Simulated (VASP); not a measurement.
**BeZn3Se4: single point with PBE**

Crystal: BeZn3Se4.

```xyz
8
Lattice="3.9911 0.0000 0.0000 -1.9956 3.4564 0.0000 0.0000 0.0000 13.1453" Properties=species:S:1:pos:R:3 pbc="T T T"
Be    0.0000    2.3043    0.0215
Zn    0.0000    2.3043    6.5802
Zn    1.9956    1.1521    3.1854
Zn    1.9956    1.1521    9.9820
Se    0.0000    2.3043    2.2834
Se    0.0000    2.3043    9.0765
Se    1.9956    1.1521    5.6798
Se    1.9956    1.1521   12.4862
```

This cell differs from its parent crystal: volume scaled by 1.03, then relaxed in part.

| Quantity | Value |
| --- | --- |
| Program | VASP 6.6.1 |
| Task | single point |
| Functional | PBE |
| Potentials or basis | VASP PAW PBE potentials, release 64 (Be, Zn, Se) |
| Cutoff | 520 eV |
| k mesh | 12 × 12 × 2 |
| Occupations | gaussian, width 0.02 eV |
| Spin | no spin polarisation |
| Dipole correction | no |
| Further INCAR settings | ALGO = Normal; EDIFF = 1e-06; NBANDS = 41 |

```json
{
  "Pressure": "-1.5 GPa",
  "Largest force": "0.009 eV/Å",
  "Band gap on the k mesh": "1.48 eV, direct"
}
```

Forces in eV/Å, atoms in the order of the input:
```
Be   0.000  0.000 -0.003
Zn   0.000  0.000  0.000
Zn   0.000  0.000  0.000
Zn   0.000  0.000  0.003
Se   0.000  0.000 -0.009
Se   0.000  0.000  0.000
Se   0.000  0.000  0.001
Se   0.000  0.000  0.008
```

Levels at points of the mesh, in eV from the valence-band top:
```
           k point  band 29  band 30  band 31  band 32  band 33  band 34
(0.00, 0.00, 0.00)    -0.25     0.00     0.00     1.48     2.56     2.93
(0.50, 0.00, 0.00)    -1.55    -1.46    -0.85     2.67     2.99     3.16
(0.00, 0.00, 0.50)    -0.22    -0.08    -0.08     2.32     2.55     2.73
(0.50, 0.00, 0.50)    -1.35    -1.14    -1.02     2.59     2.92     3.23
```

Run time: 3.3 min on 1 thread of Intel(R) Xeon(R) 6975P-C (Granite Rapids), on a shared host, peak memory 0.42 GiB.
